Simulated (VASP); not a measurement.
# KTaO3 (R-3m) in VASP: a series of runs

The runs below take KTaO3 through single point, with PBE.

Program: VASP 6.6.1. These are calculated values, not measurements. Logs are shortened: lines on timing, memory, paths and dates and some standing lists are left out, and cuts for length are marked.

**1. The cell of the first run**

It takes space group R-3m (No. 166, trigonal). Conventional cell: a = 5.497 Å, b = 5.497 Å, c = 7.272 Å, α = 90.00°, β = 90.00°, γ = 120.00°. K (site symmetry -3m) has 12 O at 2.75 to 2.90 Å and 6 Ta at 3.40 Å within 3.6 Å. Ta (site symmetry -3m) has 6 O at 2.00 Å within 2.6 Å. O (site symmetry 2/m) has 2 Ta at 2.00 Å within 2.6 Å.

**2. Single point, PBE**

The input, INCAR:

```
SYSTEM = KTaO3
ALGO     = Normal         ! electronic algorithm
EDIFF    = 1E-6           ! SCF threshold, eV
ENCUT    = 520            ! plane-wave cutoff, eV
GGA      = PE             ! functional
ISIF     = 2              ! what is computed and relaxed
ISMEAR   = 0              ! smearing method
LASPH    = .True.         ! aspherical terms in the spheres
LCHARG   = .False.        ! write CHGCAR
LREAL    = .False.        ! projectors in reciprocal space
LWAVE    = .False.        ! write WAVECAR
NBANDS   = 27             ! bands
NELM     = 60             ! most SCF steps
PREC     = Accurate       ! precision mode
SIGMA    = 0.05           ! smearing width, eV
```

The input, KPOINTS:

```
k-points
0
Gamma
  8 8 8
  0 0 0
```

The input, POSCAR:

```
KTaO3
1.0
    3.9909476257      0.1036609773      0.1036609773
    0.1036609773      3.9909476257      0.1036609773
    0.1036609773      0.1036609773      3.9909476257
K Ta O
1 1 3
Direct
    0.5000000000      0.5000000000      0.5000000000
    0.0000000000      0.0000000000      0.0000000000
    0.5000000000      0.0000000000      0.0000000000
    0.0000000000      0.5000000000      0.0000000000
    0.0000000000      0.0000000000      0.5000000000
```

Potentials or basis: VASP PAW PBE potentials, release 64 (K_sv, Ta_pv, O).

Started as:

```
> cat potpaw_PBE.64/K_sv/POTCAR potpaw_PBE.64/Ta_pv/POTCAR potpaw_PBE.64/O/POTCAR > POTCAR
> mpirun -np 1 vasp_std > vasp.out
```

OUTCAR:

```text
SYSTEM = KTaO3
   EDIFF = 1E-6
   ENCUT = 520
   GGA = PE
   ISIF = 2
   ISMEAR = 0
   LASPH = .True.
   LREAL = .False.
   NELM = 60
   PREC = Accurate

 ion  position               nearest neighbor table
   1  0.500  0.500  0.500-   3 2.75   4 2.75   3 2.75   5 2.75   4 2.75   5 2.75   2 3.40   2 3.40
                             2 3.40   2 3.40   2 3.40   2 3.40   2 3.64   2 3.64
   2  0.000  0.000  0.000-   3 2.00   4 2.00   5 2.00   5 2.00   4 2.00   3 2.00   1 3.40   1 3.40
                             1 3.40   1 3.40   1 3.40   1 3.40   1 3.64   1 3.64
   3  0.500  0.000  0.000-   2 2.00   2 2.00   1 2.75   1 2.75
   4  0.000  0.500  0.000-   2 2.00   2 2.00   1 2.75   1 2.75
   5  0.000  0.000  0.500-   2 2.00   2 2.00   1 2.75   1 2.75

  LATTYP: Found a trigonal (rhomboedric) cell.
 ALAT       =     3.9936392110
 COS(alpha) =     0.0525517938

  Lattice vectors:

 A1 = (   3.9909476257,   0.1036609773,   0.1036609773)
 A2 = (   0.1036609773,   3.9909476257,   0.1036609773)
 A3 = (   0.1036609773,   0.1036609773,   3.9909476257)

Analysis of symmetry for initial positions (statically):
=====================================================================
 Subroutine PRICEL returns:
 Original cell was already a primitive cell.

 Routine SETGRP: Setting up the symmetry group for a
 trigonal (rhombohedral) supercell.

 Subroutine GETGRP returns: Found 12 space group operations
 (whereof 12 operations were pure point group operations)
 out of a pool of 12 trial point group operations.

The static configuration has the point symmetry D_3d.

Analysis of symmetry for dynamics (positions and initial velocities):
=====================================================================
 Subroutine PRICEL returns:
 Original cell was already a primitive cell.

 Routine SETGRP: Setting up the symmetry group for a
 trigonal (rhombohedral) supercell.

 Subroutine GETGRP returns: Found 12 space group operations
 (whereof 12 operations were pure point group operations)
 out of a pool of 12 trial point group operations.

The dynamic configuration has the point symmetry D_3d.

 Subroutine INISYM returns: Found 12 space group operations
 (whereof 12 operations are pure point group operations),
 and found     1 'primitive' translations

----------------------------------------------------------------------------------------

                                     Primitive cell

  volume of cell :      63.4400

  direct lattice vectors                    reciprocal lattice vectors
     3.990947626  0.103660977  0.103660977     0.250897022 -0.006351823 -0.006351823
     0.103660977  3.990947626  0.103660977    -0.006351823  0.250897022 -0.006351823
[... 91 lines left out ...]
   EDIFF  = 0.1E-05   stopping-criterion for ELM
   LREAL  =      F    real-space projection
   EDIFFG = 0.1E-04   stopping-criterion for IOM
   NSW    =      0    number of steps for IOM
   IBRION =     -1    ionic relax: 0-MD 1-quasi-New 2-CG
   NFREE  =      0    steps in history (QN), initial steepest desc. (CG)
   ISIF   =      2    stress and relaxation
   ISYM   =      2    0-nonsym 1-usesym 2-fastsym
   POTIM  = 0.5000    time-step for ionic-motion
   TEBEG  =    0.0;   TEEND  =   0.0 temperature during run
   PSTRESS=    0.0 pullay stress
   NELECT =      38.0000    total number of electrons
   NUPDOWN=      -1.0000    fix difference up-down
   EMIN   =  10.00;   EMAX   =-10.00  energy-range for DOS
   EFERMI =   0.00;   METHOD = LEGACY
   ISMEAR =     0;   SIGMA  =   0.05  broadening in eV -4-tet -1-fermi 0-gaus
   EFERMI_NEDOS =   21; number of points for ismear=-14 and -15
   IALGO  =     38    algorithm
   IMIX   =      4    mixing-type and parameters
     AMIX     =   0.40;   BMIX     =  1.00
     AMIX_MAG =   1.60;   BMIX_MAG =  1.00
  volume/ion in A,a.u.               =      12.69        85.62
  Fermi-wavevector in a.u.,A,eV,Ry     =   1.380008  2.607837 25.911228  1.904422
  Thomas-Fermi vector in A             =   2.504925
   LORBIT       =      0    0 simple, 1 ext, 2 COOP (PROOUT), +10 PAW based schemes
   GGA     = PE    functional components
   LHFCALC =     F    Hartree Fock is set to
   AEXX    =    0.0000 exact exchange contribution
   IVDW    =     0    specifies the selected vdW correction
   LEPSILON=     F    determine dielectric tensor
   LRPA    =     F    only Hartree local field effects (RPA)
 non-spin polarized calculation
 Gauss-broadening in eV      SIGMA  =   0.05
  energy-cutoff  :      520.00
  volume of cell :       63.44
 maximum number of plane-waves:      1726
 NGX is ok and might be reduce to    30

 number of electron      37.9999963 magnetization

 Free energy of the ion-electron system (eV)
  ---------------------------------------------------
  ext. energy  EPLUGINS =         0.00000000
  ---------------------------------------------------
  free energy    TOTEN  =       -40.87194825 eV

  energy without entropy =      -40.87194825  energy(sigma->0) =      -40.87194825

 E-fermi :   2.1601     XC(G=0): -10.8734

 val. band max:        1.8679542043   @ k =   0.5000   0.5000   0.5000
 cond. band min:       3.8721279954   @ k =   0.0000   0.0000   0.0000
 fundamental gap:      2.0041737911
 Fermi energy:         2.1601164448

 k-point     1 :       0.0000    0.0000    0.0000
  band No.  band energies     occupation
      1     -32.3590      2.00000
      2     -32.3589      2.00000
      3     -32.2903      2.00000
      4     -25.5254      2.00000
      5     -15.7392      2.00000
      6     -15.0106      2.00000
[... 709 lines left out ...]
     26      11.3306      0.00000
     27      12.4019      0.00000

 [... further k-points ...]
[... 5 lines left out ...]
  --------------------------------------------------------------------------------------
  -------------------------------------------------------------------------------------
  Total        2.3690517      2.3690517      2.3690517     -2.0611405     -2.0611405     -2.0611405
  in kB       59.8303677     59.8303677     59.8303677    -52.0540726    -52.0540726    -52.0540726
  external PRESSURE =      59.8303677 kB  Pullay stress =       0.0000000 kB

 VOLUME and BASIS-vectors are now :
 -----------------------------------------------------------------------------
  energy-cutoff  :      520.00
  volume of cell :       63.44
      direct lattice vectors                 reciprocal lattice vectors
     3.990947626  0.103660977  0.103660977     0.250897022 -0.006351823 -0.006351823
     0.103660977  3.990947626  0.103660977    -0.006351823  0.250897022 -0.006351823
     0.103660977  0.103660977  3.990947626    -0.006351823 -0.006351823  0.250897022

 POSITION                                       TOTAL-FORCE (eV/Angst)
 -----------------------------------------------------------------------------------
      2.09913      2.09913      2.09913        -0.000000     -0.000000     -0.000000
      0.00000      0.00000      0.00000         0.000000      0.000000     -0.000000
      1.99547      0.05183      0.05183         0.000000      0.000000     -0.000000
      0.05183      1.99547      0.05183        -0.000000      0.000000     -0.000000
      0.05183      0.05183      1.99547         0.000000     -0.000000      0.000000
 -----------------------------------------------------------------------------------
    total drift:                                0.000000     -0.000000      0.000000

  FREE ENERGIE OF THE ION-ELECTRON SYSTEM (eV)
  ---------------------------------------------------
  free  energy   TOTEN  =       -40.8719482484 eV

  energy  without entropy=      -40.8719482484  energy(sigma->0) =      -40.87194825
```

stdout:

```text
POSCAR found type information on POSCAR K TaO
 POSCAR found :  3 types and       5 ions
 scaLAPACK will be used
 LDA part: xc-table for (Slater+PW92), standard interpolation
 POSCAR, INCAR and KPOINTS ok, starting setup
 FFT: planning ... GRIDC
 FFT: planning ... GRID_SOFT
 FFT: planning ... GRID
 WAVECAR not read
 entering main loop
```

Wall time 3.5 min (1 thread of AMD EPYC 7R13, shared host); peak memory 0.21 GiB.

Results:

- Free energy: -40.8719 eV
- Pressure: 6.0 GPa
- Band gap on the k mesh: 2.00 eV, indirect (least direct gap 2.51 eV)

Levels at points of the mesh, in eV from the valence-band top:
| k point | band 17 | band 18 | band 19 | band 20 | band 21 | band 22 |
| --- | --- | --- | --- | --- | --- | --- |
| (0.00, 0.00, 0.00) | -0.89 | -0.50 | -0.50 | 2.00 | 2.00 | 2.20 |
| (0.50, 0.00, 0.00) | -1.56 | -1.09 | -0.68 | 2.24 | 4.87 | 4.94 |
| (0.50, 0.50, 0.00) | -1.49 | -1.44 | -0.06 | 4.83 | 5.00 | 6.23 |
| (0.50, 0.50, 0.50) | -0.07 | 0.00 | 0.00 | 6.27 | 6.27 | 6.50 |

Caveat: spin-orbit coupling is left out, which moves the levels of the heavy elements.

**3. Single point, PBE**

This run uses another cell than the first one, of the same volume but with other edges.

The input, INCAR:

```
SYSTEM = KTaO3
PREC = Accurate
ENCUT = 520
EDIFF = 1E-7
ISMEAR = 0
SIGMA = 0.05
LREAL = .False.
LASPH = .True.
NELM = 100
ALGO = Normal
ISIF = 2
LWAVE = .False.
LCHARG = .False.
GGA = PE
NBANDS = 27
```

The input, KPOINTS:

```
regular mesh
0
Gamma
  8 8 8
  0 0 0
```

Changes to POSCAR since step 2:

```diff
@@ -2,5 +2,5 @@
 1.0
-    3.9909476257      0.1036609773      0.1036609773
-    0.1036609773      3.9909476257      0.1036609773
-    0.1036609773      0.1036609773      3.9909476257
+    4.1874526027     -0.8374905205     -0.8374905205
+   -0.8374905205      4.1874526027     -0.8374905205
+   -0.8374905205     -0.8374905205      4.1874526027
 K Ta O
```

Potentials or basis: VASP PAW PBE potentials, release 64 (K_sv, Ta_pv, O).

Started as:

```
> cat potpaw_PBE.64/K_sv/POTCAR potpaw_PBE.64/Ta_pv/POTCAR potpaw_PBE.64/O/POTCAR > POTCAR
> mpirun -np 1 vasp_std > vasp.out
```

OUTCAR:

```text
SYSTEM = KTaO3
   PREC = Accurate
   ENCUT = 520
   EDIFF = 1E-7
   ISMEAR = 0
   LREAL = .False.
   LASPH = .True.
   NELM = 100
   ISIF = 2
   GGA = PE

 ion  position               nearest neighbor table
   1  0.500  0.500  0.500-   2 2.18   2 2.18   4 2.51   5 2.51   3 2.51   4 2.51   5 2.51   3 2.51

   2  0.000  0.000  0.000-   3 2.18   4 2.18   5 2.18   5 2.18   4 2.18   3 2.18   1 2.18   1 2.18

   3  0.500  0.000  0.000-   2 2.18   2 2.18   1 2.51   1 2.51
   4  0.000  0.500  0.000-   2 2.18   2 2.18   1 2.51   1 2.51
   5  0.000  0.000  0.500-   2 2.18   2 2.18   1 2.51   1 2.51

  LATTYP: Found a body centered cubic cell.
 ALAT       =     5.0249431232

  Lattice vectors:

 A1 = (   4.1874526027,  -0.8374905205,  -0.8374905205)
 A2 = (  -0.8374905205,   4.1874526027,  -0.8374905205)
 A3 = (  -0.8374905205,  -0.8374905205,   4.1874526027)

Analysis of symmetry for initial positions (statically):
=====================================================================
 Subroutine PRICEL returns:
 Original cell was already a primitive cell.

 Routine SETGRP: Setting up the symmetry group for a
[... 170 lines left out ...]
  free energy    TOTEN  =       -28.86225830 eV

  energy without entropy =      -28.85814337  energy(sigma->0) =      -28.86020083

 E-fermi :   2.9726     XC(G=0): -10.8610

 val. band max:        2.9674677308   @ k =   0.2500   0.0000  -0.2500
 cond. band min:       2.9751813172   @ k =   0.5000   0.5000   0.2500
 fundamental gap:      0.0077135864
 Fermi energy:         2.9725677943

 k-point     1 :       0.0000    0.0000    0.0000
  band No.  band energies     occupation
      1     -34.0556      2.00000
      2     -32.8689      2.00000
      3     -32.8689      2.00000
      4     -28.3143      2.00000
      5     -15.2774      2.00000
      6     -13.9404      2.00000
[... 709 lines left out ...]
     26       9.9821      0.00000
     27      11.6809      0.00000

 [... further k-points ...]
[... 5 lines left out ...]
  --------------------------------------------------------------------------------------
  -------------------------------------------------------------------------------------
  Total        4.5422826      4.5422826      4.5422826     17.4845051     17.4845051     17.4845051
  in kB      114.7152820    114.7152820    114.7152820    441.5709251    441.5709251    441.5709251
  external PRESSURE =     114.7152820 kB  Pullay stress =       0.0000000 kB

 VOLUME and BASIS-vectors are now :
 -----------------------------------------------------------------------------
  energy-cutoff  :      520.00
  volume of cell :       63.44
      direct lattice vectors                 reciprocal lattice vectors
     4.187452603 -0.837490520 -0.837490520     0.265342970  0.066335743  0.066335743
    -0.837490520  4.187452603 -0.837490520     0.066335743  0.265342970  0.066335743
    -0.837490520 -0.837490520  4.187452603     0.066335743  0.066335743  0.265342970

 POSITION                                       TOTAL-FORCE (eV/Angst)
 -----------------------------------------------------------------------------------
      1.25624      1.25624      1.25624         0.000000      0.000000     -0.000000
      0.00000      0.00000      0.00000        -0.000000      0.000000     -0.000000
      2.09373     -0.41875     -0.41875        -0.000000     -0.000000      0.000000
     -0.41875      2.09373     -0.41875        -0.000000     -0.000000     -0.000000
     -0.41875     -0.41875      2.09373         0.000000     -0.000000     -0.000000
 -----------------------------------------------------------------------------------
    total drift:                                0.000000      0.000000     -0.000000

  FREE ENERGIE OF THE ION-ELECTRON SYSTEM (eV)
  ---------------------------------------------------
  free  energy   TOTEN  =       -28.8622583024 eV

  energy  without entropy=      -28.8581433673  energy(sigma->0) =      -28.86020083
```

stdout:

```text
POSCAR found type information on POSCAR K TaO
 POSCAR found :  3 types and       5 ions
 scaLAPACK will be used
 LDA part: xc-table for (Slater+PW92), standard interpolation
 POSCAR, INCAR and KPOINTS ok, starting setup
 FFT: planning ... GRIDC
 FFT: planning ... GRID_SOFT
 FFT: planning ... GRID
 WAVECAR not read
 entering main loop
```

Wall time 57 s (1 thread of Intel Xeon 6975P-C (Granite Rapids), shared host); peak memory 0.25 GiB.

What came out:

```yaml
Free_energy: -28.8623 eV
Pressure: 11.5 GPa
Band_gap_on_the_k_mesh: zero (band 19 reaches 3.25 eV, above the bottom of band 20 at 2.35 eV)
```

Stress tensor (GPa, compression positive):
```
11.47 44.16 44.16
44.16 11.47 44.16
44.16 44.16 11.47
```

Caveat: spin-orbit coupling is left out, which moves the levels of the heavy elements.
